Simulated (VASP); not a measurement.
# C (a cell with a defect) in VASP: relaxation of the atoms with PBE

Aim: the relaxation of the atoms of C (a cell with a defect) with PBE.

Program: VASP 6.6.1. These are calculated values, not measurements. Logs are shortened: lines on timing, memory, paths and dates and some standing lists are left out, and cuts for length are marked.

**1. The cell of the first run**

The cell holds a defect, 33 atoms: a = 6.186 Å, b = 6.186 Å, c = 6.186 Å, α = 109.47°, β = 109.47°, γ = 109.47°.

**2. Relaxation of the atoms, PBE, collinear spin**

File INCAR:

```
  PREC = Accurate
  ENCUT = 520
  EDIFF = 1E-7
  ISMEAR = 0
  SIGMA = 0.01
  LREAL = Auto
  LASPH = True
  NELM = 200
  ALGO = Normal
  ISIF = 2
  LWAVE = False
  LCHARG = False
  ISPIN = 2
  MAGMOM = 0 0 0 0 0 0 0.01 0 0.01 0 0 0.01 0 0 0 0.01 0 0 0 0.01 0 0.02 0 0.02 0 0 0 0.14 0 0.02 0 0.02 0.14
  LORBIT = 11
  NUPDOWN = 1.0
  GGA = PE
  IBRION = 2
  NSW = 100
  EDIFFG = -0.03
  NELECT = 131.0
  GGA_COMPAT = False
  NELMIN = 4
```

File KPOINTS:

```
Automatic mesh
0
Gamma
  1 1 1
  0.25 0.25 0.25
```

File POSCAR:

```
C
1.0
   -3.5716218700      3.5716218700      3.5716218700
    3.5716218700     -3.5716218700      3.5716218700
    3.5716218700      3.5716218700     -3.5716218700
C
33
Direct
    0.0000000000      0.0000000000      0.0000000000
    0.0000000000      0.2500000000      0.7500000000
    0.0000000000      0.5000000000      0.5000000000
    0.0000000000      0.7500000000      0.2500000000
    0.2500000000      0.0000000000      0.7500000000
    0.2500000000      0.2500000000      0.5000000000
    0.2500000000      0.5000000000      0.2500000000
    0.2500000000      0.7500000000      0.0000000000
    0.5000000000      0.0000000000      0.5000000000
    0.5000000000      0.2500000000      0.2500000000
    0.5000000000      0.5000000000      0.0000000000
    0.5000000000      0.7500000000      0.7500000000
    0.7500000000      0.0000000000      0.2500000000
    0.7500000000      0.2500000000      0.0000000000
    0.7500000000      0.5000000000      0.7500000000
    0.7500000000      0.7500000000      0.5000000000
    0.0000000000      0.0000000000      0.7500000000
    0.0000000000      0.2500000000      0.5000000000
    0.0000000000      0.5000000000      0.2500000000
    0.0000000000      0.7500000000      0.0000000000
    0.2500000000      0.0000000000      0.5000000000
    0.2500000000      0.2500000000      0.2500000000
    0.2500000000      0.5000000000      0.0000000000
    0.2500000000      0.7500000000      0.7500000000
    0.5000000000      0.0000000000      0.2500000000
    0.5000000000      0.2500000000      0.0000000000
    0.5000000000      0.5000000000      0.7500000000
    0.4257620200      0.6757620200      0.3515240400
    0.7500000000      0.0000000000      0.0000000000
    0.7500000000      0.2500000000      0.7500000000
    0.7500000000      0.5000000000      0.5000000000
    0.7500000000      0.7500000000      0.2500000000
    0.5744690000      0.8244690000      0.6489380000
```

Potentials or basis: VASP PAW PBE potentials, release 64 (C).

Launch:

```console
$ cat potpaw_PBE.64/C/POTCAR > POTCAR
$ mpirun -np 1 vasp_std > vasp.out
```

OUTCAR:

```text
PREC = Accurate
   ENCUT = 520
   EDIFF = 1E-7
   ISMEAR = 0
   LREAL = Auto
   LASPH = True
   NELM = 200
   ISIF = 2
   ISPIN = 2
   LORBIT = 11
   NUPDOWN = 1.0
   GGA = PE
   IBRION = 2
   NSW = 100
   EDIFFG = -0.03
   NELECT = 131.0
   NELMIN = 4

 ion  position               nearest neighbor table
   1  0.000  0.000  0.000-  17 1.55  20 1.55  22 1.55  29 1.55
   2  0.000  0.250  0.750-  17 1.55  18 1.55  23 1.55  30 1.55
   3  0.000  0.500  0.500-  18 1.55  19 1.55  24 1.55  31 1.55
   4  0.000  0.750  0.250-  19 1.55  20 1.55  21 1.55  32 1.55
   5  0.250  0.000  0.750-  17 1.55  21 1.55  24 1.55  26 1.55
   6  0.250  0.250  0.500-  18 1.55  21 1.55  22 1.55  27 1.55
   7  0.250  0.500  0.250-  28 1.03  22 1.55  23 1.55  19 1.55
   8  0.250  0.750  0.000-  20 1.55  23 1.55  24 1.55  25 1.55
   9  0.500  0.000  0.500-  21 1.55  25 1.55  30 1.55  28 1.72  33 1.72
  10  0.500  0.250  0.250-  22 1.55  25 1.55  26 1.55  31 1.55
  11  0.500  0.500  0.000-  23 1.55  26 1.55  27 1.55  32 1.55
  12  0.500  0.750  0.750-  33 1.03  27 1.55  29 1.55  24 1.55
  13  0.750  0.000  0.250-  18 1.55  25 1.55  29 1.55  32 1.55
  14  0.750  0.250  0.000-  19 1.55  26 1.55  29 1.55  30 1.55
  15  0.750  0.500  0.750-  20 1.55  27 1.55  30 1.55  31 1.55
  16  0.750  0.750  0.500-  17 1.55  31 1.55  32 1.55  28 1.72  33 1.72
  17  0.000  0.000  0.750-   1 1.55   2 1.55   5 1.55  16 1.55
[... 4 lines left out ...]
  22  0.250  0.250  0.250-   1 1.55   6 1.55   7 1.55  10 1.55
  23  0.250  0.500  0.000-   2 1.55   7 1.55   8 1.55  11 1.55  28 1.78
  24  0.250  0.750  0.750-   3 1.55   5 1.55   8 1.55  12 1.55
  25  0.500  0.000  0.250-   8 1.55   9 1.55  10 1.55  13 1.55
  26  0.500  0.250  0.000-   5 1.55  10 1.55  11 1.55  14 1.55
  27  0.500  0.500  0.750-   6 1.55  11 1.55  12 1.55  15 1.55
  28  0.426  0.676  0.352-   7 1.03  33 1.50  16 1.72   9 1.72  23 1.78
  29  0.750  0.000  0.000-   1 1.55  12 1.55  13 1.55  14 1.55  33 1.77
  30  0.750  0.250  0.750-   2 1.55   9 1.55  14 1.55  15 1.55
  31  0.750  0.500  0.500-   3 1.55  10 1.55  15 1.55  16 1.55
  32  0.750  0.750  0.250-   4 1.55  11 1.55  13 1.55  16 1.55
  33  0.574  0.824  0.649-  12 1.03  28 1.50  16 1.72   9 1.72  29 1.77

 -----------------------------------------------------------------------------
|                                                                             |
|           W    W    AA    RRRRR   N    N  II  N    N   GGGG   !!!           |
|           W    W   A  A   R    R  NN   N  II  NN   N  G    G  !!!           |
|           W    W  A    A  R    R  N N  N  II  N N  N  G       !!!           |
|           W WW W  AAAAAA  RRRRR   N  N N  II  N  N N  G  GGG   !            |
|           WW  WW  A    A  R   R   N   NN  II  N   NN  G    G                |
|           W    W  A    A  R    R  N    N  II  N    N   GGGG   !!!           |
|                                                                             |
|     The distance between some ions is very small. Please check the          |
|     nearest-neighbor list in the OUTCAR file.                               |
|     I HOPE YOU KNOW WHAT YOU ARE DOING!                                     |
|                                                                             |
 -----------------------------------------------------------------------------

  LATTYP: Found a body centered cubic cell.
 ALAT       =     7.1432437400

[... 439 lines left out ...]
 fundamental gap:      0.0430236454
 Fermi energy:        11.6427269378

 spin component 1

 k-point     1 :       0.2500    0.2500    0.2500
  band No.  band energies     occupation
      1     -13.2497      1.00000
      2     -10.3080      1.00000
      3     -10.1374      1.00000
      4     -10.1269      1.00000
      5      -8.3989      1.00000
      6      -8.3047      1.00000
[... 152 lines left out ...]
     76      16.3691      0.00000
     77      16.5247      0.00000
 [bands above 77 left out]

[... ionic steps 4 to 70 ...]

--------------------------------------- Ionic step       71  -------------------------------------------

 number of electron     131.0000004 magnetization       1.0000000

------------------------ aborting loop because EDIFF is reached ----------------------------------------
[... 129 lines left out ...]
--------------------------------------- Ionic step       73  -------------------------------------------

 number of electron     131.0000004 magnetization       1.0000000

 Free energy of the ion-electron system (eV)
  ---------------------------------------------------
  ext. energy  EPLUGINS =         0.00000000
  ---------------------------------------------------
  free energy    TOTEN  =      -297.02935418 eV

  energy without entropy =     -297.02935418  energy(sigma->0) =     -297.02935418

 E-fermi :   8.5806     XC(G=0): -13.3341

 val. band max:       10.3222135613   @ k =   0.2500   0.2500   0.2500
 cond. band min:      11.6820100648   @ k =   0.2500   0.2500   0.2500
 fundamental gap:      1.3597965035
 Fermi energy:        10.3713541634

 spin component 1

 k-point     1 :       0.2500    0.2500    0.2500
  band No.  band energies     occupation
      1     -10.9985      1.00000
      2     -10.1762      1.00000
      3      -9.8272      1.00000
      4      -9.8212      1.00000
      5      -7.0846      1.00000
      6      -6.8194      1.00000
[... 152 lines left out ...]
     76      16.1944      0.00000
     77      16.9284      0.00000
 [bands above 77 left out]

------------------------ aborting loop because EDIFF is reached ----------------------------------------

  FORCE on cell =-STRESS in cart. coord.  units (eV):
  Direction    XX          YY          ZZ          XY          YZ          ZX
  --------------------------------------------------------------------------------------
  -------------------------------------------------------------------------------------
  Total       17.0266985     16.9910974     10.3630730     17.1824107    -10.8640097    -10.8809131
  in kB      149.6871831    149.3742023     91.1051079    151.0560993    -95.5090039    -95.6576071
  external PRESSURE =     130.0554978 kB  Pullay stress =       0.0000000 kB
[... 48 lines left out ...]
  FREE ENERGIE OF THE ION-ELECTRON SYSTEM (eV)
  ---------------------------------------------------
  free  energy   TOTEN  =      -297.0293541834 eV

  energy  without entropy=     -297.0293541834  energy(sigma->0) =     -297.02935418

 reached required accuracy - stopping structural energy minimisation

 total charge

# of ion       s       p       d       tot
------------------------------------------
    1        0.820   1.732   0.000   2.552
    2        0.828   1.785   0.000   2.614
    3        0.819   1.738   0.000   2.556
    4        0.825   1.778   0.000   2.603
    5        0.818   1.735   0.000   2.554
    6        0.819   1.738   0.000   2.556
[... 25 lines left out ...]
   32        0.829   1.765   0.000   2.593
   33        0.990   1.808   0.000   2.797
--------------------------------------------------
tot         27.481  58.368   0.000  85.849

 magnetization (x)

# of ion       s       p       d       tot
------------------------------------------
    1        0.003   0.006   0.000   0.009
    2        0.001   0.000   0.000   0.001
    3        0.000   0.000   0.000   0.000
    4        0.000   0.002   0.000   0.002
    5        0.002   0.007   0.000   0.009
    6        0.000   0.000   0.000   0.000
[... 25 lines left out ...]
   32        0.002   0.004   0.000   0.006
   33        0.079   0.344   0.000   0.424
--------------------------------------------------
tot          0.161   0.490   0.000   0.651
```

OSZICAR:

```text
N       E                     dE             d eps       ncg     rms          rms(c)
DAV:   1     0.473951287014E+03    0.47395E+03   -0.71993E+04   328   0.158E+03
DAV:   2    -0.257953174065E+03   -0.73190E+03   -0.70180E+03   404   0.299E+02
DAV:   3    -0.295381684591E+03   -0.37429E+02   -0.37032E+02   400   0.659E+01
DAV:   4    -0.296198864442E+03   -0.81718E+00   -0.81534E+00   416   0.988E+00
[... 656 lines left out ...]
DAV:   4    -0.297029128025E+03   -0.53136E-06   -0.16633E-05   376   0.155E-02    0.114E-02
DAV:   5    -0.297029127993E+03    0.32695E-07   -0.15383E-06   400   0.509E-03    0.469E-03
DAV:   6    -0.297029127943E+03    0.49520E-07   -0.20165E-07   272   0.187E-03
  67 F= -.29702913E+03 E0= -.29702913E+03  d E =-.489910E-03  mag=     1.0000
       N       E                     dE             d eps       ncg     rms          rms(c)
DAV:   1    -0.297029129141E+03   -0.11486E-05   -0.15185E-04   3
```

CONTCAR:

```text
C
   1.00000000000000
    -3.5716218700000000    3.5716218700000000    3.5716218700000000
     3.5716218700000000   -3.5716218700000000    3.5716218700000000
     3.5716218700000000    3.5716218700000000   -3.5716218700000000
  C
    33
Direct
     0.9995724320024939    0.9982974518543395    0.0003120075172824
     0.9957782694582676    0.2457793730102873    0.7413025888072766
     0.0011119970829223    0.4989100658949605    0.4977920350157561
     0.0005242195461888    0.7484726486493235    0.2436396083779171
     0.2499516419802076    0.9986568437692527    0.7474111963053951
     0.2489089457552299    0.2511112043248111    0.4977888061484410
[... 25 lines left out ...]
     0.7552963566919842    0.7482131626625299    0.2419604814577807
     0.5638699213716319    0.8139191451617749    0.6530025726500974

  0.00000000E+00  0.00000000E+00  0.00000000E+00
  0.00000000E+00  0.00000000E+00  0.00000000E+00
  0.00000000E+00  0.00000000E+00  0.00000000E+00
  0.00000000E+00  0.00000000E+00  0.00000000E+00
  0.00000000E+00  0.00000000E+00  0.00000000E+00
  0.00000000E+00  0.00000000E+00  0.00000000E+00
[... 25 lines left out ...]
  0.00000000E+00  0.00000000E+00  0.00000000E+00
  0.00000000E+00  0.00000000E+00  0.00000000E+00
```

Run time: 38 min. Hardware: 1 thread of AMD EPYC 9R45 (Zen 5), shared host; peak memory 0.37 GiB.

What came out:

| Quantity | Value |
| --- | --- |
| Free energy | -297.0294 eV |
| Energy gained by relaxing | 466.2 meV/atom |
| Ionic steps | 73 |
| Largest force after relaxing | 0.017 eV/Å |
| Net moment | 1.00 μB per cell |
| Site moments | C +0.01, +0.00, +0.04, -0.00, +0.02, +0.03, +0.42 μB |
| Valence electrons inside the program's atomic spheres | C 2.55, 2.61, 2.56, 2.60, 2.65, 2.59, 2.80, 2.62, 2.54, 2.81, 2.58 |

Forces in eV/Å, atoms in the order of the input:
```
C   -0.005 -0.001 -0.001
C    0.000  0.000 -0.002
C   -0.001  0.000 -0.003
C   -0.001  0.003 -0.002
C    0.001 -0.001  0.001
C    0.000 -0.001 -0.003
C   -0.001 -0.001 -0.002
C    0.003 -0.002 -0.004
C    0.000  0.000  0.000
C    0.002 -0.001 -0.002
C   -0.002  0.003 -0.004
C   -0.009 -0.009  0.011
C   -0.001  0.000  0.003
C    0.000 -0.005 -0.001
C   -0.001  0.001  0.001
C   -0.001 -0.001  0.000
C    0.000 -0.001  0.004
C    0.002  0.002  0.001
C    0.000  0.000 -0.002
C    0.000 -0.001  0.003
C    0.002  0.000  0.001
C    0.000  0.000 -0.002
C   -0.003 -0.003 -0.001
C    0.001 -0.001  0.000
C   -0.001  0.000  0.003
C   -0.001  0.000  0.003
C   -0.001  0.001  0.000
C    0.010  0.010  0.002
C    0.001  0.001  0.000
C   -0.001 -0.001  0.004
C    0.000  0.002  0.001
C    0.000 -0.001  0.004
C    0.007  0.006 -0.013
```

Step by step:
```csv
step,energy change (eV),largest force (eV/Å),pressure (GPa)
1,0.0000,51.5915,30.06
3,1118.9529,10005.8321,474.43
5,-11.4765,16.1686,14.20
7,-13.6240,3.7840,10.87
9,-13.6456,3.6836,10.82
11,-14.8315,1.4200,11.65
13,-14.9610,2.2561,11.30
15,-15.0243,0.5070,11.74
17,-15.0533,0.2392,12.01
19,-15.0597,0.3483,11.90
21,-15.0610,0.1644,11.95
23,-15.0622,0.0566,11.95
25,-15.0629,0.1710,11.89
27,-15.0635,0.2842,11.93
29,-15.0636,0.4022,11.95
31,-15.0639,0.4460,11.96
33,-15.0661,0.6382,12.00
35,-15.0804,1.3044,12.14
37,-15.0653,2.1189,13.17
39,-15.1080,2.1117,12.64
41,-15.1085,2.1045,12.66
43,-15.1091,2.0526,12.75
45,-15.1098,2.0438,12.72
47,-15.1157,1.8675,12.71
49,-15.1362,1.1508,12.64
51,-15.1712,1.9167,12.45
53,-15.2358,1.7444,12.47
55,-15.2608,2.4965,12.73
57,-15.3350,0.7486,12.78
59,-15.3684,0.6018,13.18
61,-15.3782,0.1858,13.04
63,-15.3815,0.2228,13.04
65,-15.3842,0.2551,13.02
67,-15.3847,0.0702,13.00
69,-15.3849,0.0311,13.01
71,-15.3849,0.0607,13.01
73,-15.3850,0.0170,13.01
```

Final structure:
```yaml
crystal:
  lattice:
    - [-3.57162, 3.57162, 3.57162]
    - [3.57162, -3.57162, 3.57162]
    - [3.57162, 3.57162, -3.57162]
  atoms:
    - { symbol: C, position: [0.99957, 0.99830, 0.00031] }
    - { symbol: C, position: [0.99578, 0.24578, 0.74130] }
    - { symbol: C, position: [0.00111, 0.49891, 0.49779] }
    - { symbol: C, position: [0.00052, 0.74847, 0.24364] }
    - { symbol: C, position: [0.24995, 0.99866, 0.74741] }
    - { symbol: C, position: [0.24891, 0.25111, 0.49779] }
    - { symbol: C, position: [0.23269, 0.48268, 0.21976] }
    - { symbol: C, position: [0.24151, 0.74765, 0.99681] }
    - { symbol: C, position: [0.49515, 0.01068, 0.48282] }
    - { symbol: C, position: [0.49847, 0.25051, 0.24364] }
    - { symbol: C, position: [0.49765, 0.49151, 0.99680] }
    - { symbol: C, position: [0.49889, 0.74892, 0.81034] }
    - { symbol: C, position: [0.75763, 0.00763, 0.26233] }
    - { symbol: C, position: [0.74831, 0.24958, 0.00032] }
    - { symbol: C, position: [0.74866, 0.49996, 0.74741] }
    - { symbol: C, position: [0.76067, 0.74514, 0.48278] }
    - { symbol: C, position: [0.99811, 0.99828, 0.74473] }
    - { symbol: C, position: [0.00123, 0.25123, 0.50144] }
    - { symbol: C, position: [0.99881, 0.49910, 0.24482] }
    - { symbol: C, position: [0.99751, 0.74846, 0.99746] }
    - { symbol: C, position: [0.24757, 0.99843, 0.49362] }
    - { symbol: C, position: [0.24910, 0.24879, 0.24481] }
    - { symbol: C, position: [0.23849, 0.48849, 0.98214] }
    - { symbol: C, position: [0.24045, 0.74817, 0.75481] }
    - { symbol: C, position: [0.49822, 0.00528, 0.24197] }
    - { symbol: C, position: [0.49846, 0.24751, 0.99746] }
    - { symbol: C, position: [0.49816, 0.49047, 0.75479] }
    - { symbol: C, position: [0.48143, 0.73138, 0.40994] }
    - { symbol: C, position: [0.76131, 0.01132, 0.02789] }
    - { symbol: C, position: [0.74829, 0.24812, 0.74475] }
    - { symbol: C, position: [0.74844, 0.49757, 0.49361] }
    - { symbol: C, position: [0.75530, 0.74821, 0.24196] }
    - { symbol: C, position: [0.56387, 0.81392, 0.65300] }
```

Caveat: the k points lie up to 1.24 Å⁻¹ apart; the cell carries a net charge on a neutralising background, which shifts energy and pressure; the cell is charged against a uniform background, so pressure and absolute levels hang on convention; the total moment is fixed, so each spin has its own Fermi level.
